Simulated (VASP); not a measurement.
Here is a VASP 6.6.1 calculation.

The input POSCAR:

```
Co
1.0
    0.0000000000      1.7917000000      1.7917000000
    1.7917000000      0.0000000000      1.7917000000
    1.7917000000      1.7917000000      0.0000000000
Co
1
Direct
    0.0000000000      0.0000000000      0.0000000000
```

Contents of INCAR.step1:

```
PREC = Accurate
ENCUT = 520
ISMEAR = 0
SIGMA = 0.1
LREAL = F
LASPH = T
NELM = 150
ISPIN = 2
MAGMOM = 2.28
NUPDOWN = 2.28
LMAXMIX = 4
NBANDS = 14
GGA = PE
ALGO = Normal
EDIFF = 1E-4
LWAVE = T
LCHARG = F
```

Contents of INCAR.step2:

```
PREC = Accurate
ENCUT = 520
EDIFF = 1E-6
ISMEAR = 0
SIGMA = 0.1
LREAL = F
LASPH = T
NELM = 150
ALGO = Normal
ISIF = 2
LWAVE = F
LCHARG = F
ISPIN = 2
MAGMOM = 2.28
LORBIT = 11
NUPDOWN = 2.28
LMAXMIX = 4
METAGGA = R2SCAN
LMIXTAU = T
NBANDS = 14
ISTART = 1
```

Contents of KPOINTS:

```
regular mesh
0
Gamma
  14 14 14
```

Potentials or basis: VASP PAW PBE potentials, release 64 (Co).

The run is started by

```sh
$ cat potpaw_PBE.64/Co/POTCAR > POTCAR
$ cp INCAR.step1 INCAR
$ mpirun -np 1 vasp_std > vasp.out
$ cp INCAR.step2 INCAR
$ mpirun -np 1 vasp_std > vasp.out
```

(1) What does it give for the pressure?

Answers

(1) -3.4 GPa.

Caveat: the PAW data sets were made with another functional, which shifts forces and pressure a little; the total moment is fixed, so each spin has its own Fermi level.
